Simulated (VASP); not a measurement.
# Ti3Se (P-6m2) in VASP: a series of runs, part 2 of 2

VASP 6.6.1.

## Step 3: Single point, PBEsol

Input file INCAR:

```
PREC = Accurate
ENCUT = 500
EDIFF = 1E-6
ISMEAR = -1
SIGMA = 0.1
LREAL = False
LASPH = True
NELM = 120
ALGO = Normal
ISIF = 2
LWAVE = False
LCHARG = True
GGA = PS
LELF = True
LVHAR = True
NBANDS = 29
GGA_COMPAT = False
```

Input file KPOINTS:

```
regular mesh
0
Gamma
  6 6 3
```

Input file POSCAR:

```
Ti3Se
1.0
    3.1974460000      0.0000000000      0.0000000000
   -1.5987230000      2.7690694632      0.0000000000
    0.0000000000      0.0000000000      7.9427450000
Ti Se
3 1
Direct
    0.3333333333      0.6666666667      0.2270980000
    0.3333333333      0.6666666667      0.7729020000
    0.6666666667      0.3333333333      0.5000000000
    0.0000000000      0.0000000000      0.0000000000
```

Potentials or basis: VASP PAW PBE potentials, release 64 (Ti_sv, Se).

Launch:

```console
$ cat potpaw_PBE.64/Ti_sv/POTCAR potpaw_PBE.64/Se/POTCAR > POTCAR
$ mpirun -np 1 vasp_std > vasp.out
```

OUTCAR:

```text
PREC = Accurate
   ENCUT = 500
   EDIFF = 1E-6
   ISMEAR = -1
   LREAL = False
   LASPH = True
   NELM = 120
   ISIF = 2
   GGA = PS

 ion  position               nearest neighbor table
   1  0.333  0.667  0.227-   4 2.58   4 2.58   4 2.58   3 2.85   3 2.85   3 2.85
   2  0.333  0.667  0.773-   4 2.58   4 2.58   4 2.58   3 2.85   3 2.85   3 2.85
   3  0.667  0.333  0.500-   1 2.85   2 2.85   1 2.85   2 2.85   1 2.85   2 2.85
   4  0.000  0.000  0.000-   1 2.58   2 2.58   1 2.58   2 2.58   1 2.58   2 2.58

  LATTYP: Found a hexagonal cell.
 ALAT       =     3.1974460000
 C/A-ratio  =     2.4840904272

  Lattice vectors:

 A1 = (   3.1974460000,   0.0000000000,   0.0000000000)
 A2 = (  -1.5987230000,   2.7690694632,   0.0000000000)
 A3 = (   0.0000000000,   0.0000000000,   7.9427450000)

Analysis of symmetry for initial positions (statically):
=====================================================================
 Subroutine PRICEL returns:
 Original cell was already a primitive cell.

 Routine SETGRP: Setting up the symmetry group for a
 hexagonal supercell.

[... 157 lines left out ...]
  energy without entropy =      -30.82208781  energy(sigma->0) =      -30.88163078

 E-fermi :   7.9055     XC(G=0): -11.4807

 val. band max:        7.8935142448   @ k =   0.1667   0.0000   0.0000
 cond. band min:       7.9645021438   @ k =   0.3333   0.1667   0.0000
 fundamental gap:      0.0709878990
 Fermi energy:         7.9054538479

 k-point     1 :       0.0000    0.0000    0.0000
  band No.  band energies     occupation
      1     -48.8647      2.00000
      2     -48.8431      2.00000
      3     -48.6969      2.00000
      4     -25.4439      2.00000
      5     -25.3478      2.00000
      6     -25.0702      2.00000
[... 437 lines left out ...]
     28      10.4585      0.00000
     29      10.7080      0.00000

------------------------ aborting loop because EDIFF is reached ----------------------------------------

  FORCE on cell =-STRESS in cart. coord.  units (eV):
  Direction    XX          YY          ZZ          XY          YZ          ZX
  --------------------------------------------------------------------------------------
  -------------------------------------------------------------------------------------
  Total       -1.7532845     -1.7532845     -2.0220713      0.0000000      0.0000000      0.0000000
  in kB      -39.9443440    -39.9443440    -46.0680001      0.0000000      0.0000000      0.0000000
  external PRESSURE =     -41.9855627 kB  Pullay stress =       0.0000000 kB

 VOLUME and BASIS-vectors are now :
 -----------------------------------------------------------------------------
  energy-cutoff  :      500.00
  volume of cell :       70.32
      direct lattice vectors                 reciprocal lattice vectors
     3.197446000  0.000000000  0.000000000     0.312749613  0.180566073  0.000000000
    -1.598723000  2.769069463  0.000000000     0.000000000  0.361132147  0.000000000
     0.000000000  0.000000000  7.942745000     0.000000000  0.000000000  0.125901058

 POSITION                                       TOTAL-FORCE (eV/Angst)
 -----------------------------------------------------------------------------------
     -0.00000      1.84605      1.80378         0.000000     -0.000000     -0.079151
     -0.00000      1.84605      6.13896         0.000000     -0.000000      0.079151
      1.59872      0.92302      3.97137        -0.000000     -0.000000      0.000000
      0.00000      0.00000      0.00000        -0.000000      0.000000      0.000000
 -----------------------------------------------------------------------------------
    total drift:                                0.000000     -0.000000     -0.000000

  FREE ENERGIE OF THE ION-ELECTRON SYSTEM (eV)
  ---------------------------------------------------
  free  energy   TOTEN  =       -30.9411737422 eV

  energy  without entropy=      -30.8220878105  energy(sigma->0) =      -30.88163078
```

OSZICAR:

```text
N       E                     dE             d eps       ncg     rms          rms(c)
DAV:   1     0.505801430876E+03    0.50580E+03   -0.21065E+04   812   0.169E+03
DAV:   2     0.305135431049E+02   -0.47529E+03   -0.46492E+03   827   0.506E+02
DAV:   3    -0.292731156846E+02   -0.59787E+02   -0.58350E+02  1420   0.151E+02
DAV:   4    -0.349557889921E+02   -0.56827E+01   -0.56501E+01  1179   0.423E+01
DAV:   5    -0.352948230104E+02   -0.33903E+00   -0.33869E+00  1189   0.914E+00    0.161E+01
DAV:   6    -0.314784744943E+02    0.38163E+01   -0.25268E+01  1204   0.415E+01    0.636E+00
DAV:   7    -0.326490924488E+02   -0.11706E+01   -0.16953E+01  1411   0.231E+01    0.130E+01
DAV:   8    -0.309518404068E+02    0.16973E+01   -0.15890E+01  1175   0.136E+01    0.261E+00
DAV:   9    -0.309346672294E+02    0.17173E-01   -0.49844E-01  1149   0.408E+00    0.114E+00
DAV:  10    -0.309428393918E+02   -0.81722E-02   -0.64687E-02  1159   0.185E+00    0.530E-01
DAV:  11    -0.309410879232E+02    0.17515E-02   -0.25313E-02  1198   0.163E+00    0.111E-01
DAV:  12    -0.309412179026E+02   -0.12998E-03   -0.14108E-03  1125   0.363E-01    0.517E-02
DAV:  13    -0.309411733171E+02    0.44585E-04   -0.33052E-04  1241   0.147E-01    0.176E-02
DAV:  14    -0.309411747570E+02   -0.14399E-05   -0.39901E-05  1120   0.425E-02    0.898E-03
DAV:  15    -0.309411731904E+02    0.15666E-05   -0.55062E-06   919   0.248E-02    0.315E-03
DAV:  16    -0.309411737422E+02   -0.55185E-06   -0.41870E-07   561   0.627E-03
   1 F= -.30941174E+02 E0= -.30881631E+02  d E =-.119086E+00
```

stdout:

```text
POSCAR found type information on POSCAR TiSe
 POSCAR found :  2 types and       4 ions
 scaLAPACK will be used
 -----------------------------------------------------------------------------
|                                                                             |
|                                                                             |
|     You enforced a specific xc type in the INCAR file but a different       |
|     I HOPE YOU KNOW WHAT YOU ARE DOING!                                     |
|                                                                             |
 -----------------------------------------------------------------------------

 LDA part: xc-table for (Slater+PW92), standard interpolation
 POSCAR, INCAR and KPOINTS ok, starting setup
 FFT: planning ... GRIDC
 FFT: planning ... GRID_SOFT
 FFT: planning ... GRID
 WAVECAR not read
 entering main loop
```

Wall time 75 s (1 thread of AMD EPYC, shared host); peak memory 0.15 GiB.

What came out:

```
Free energy            : -30.9412 eV
Pressure               : -4.2 GPa
Largest force          : 0.079 eV/Å
Band gap on the k mesh : zero (bands 21 and 22 overlap by 0.65 eV)
```

Forces in eV/Å, atoms in the order of the input:
```
Ti   0.000  0.000 -0.079
Ti   0.000  0.000  0.079
Ti   0.000  0.000  0.000
Se   0.000  0.000  0.000
```

Stress tensor (GPa, compression positive):
```
-3.99  0.00  0.00
 0.00 -3.99  0.00
 0.00  0.00 -4.61
```

Caveat: the k points lie up to 0.38 Å⁻¹ apart, too coarse for converged energies and pressures of a metal; the PAW data sets were made with another functional, which shifts forces and pressure a little.
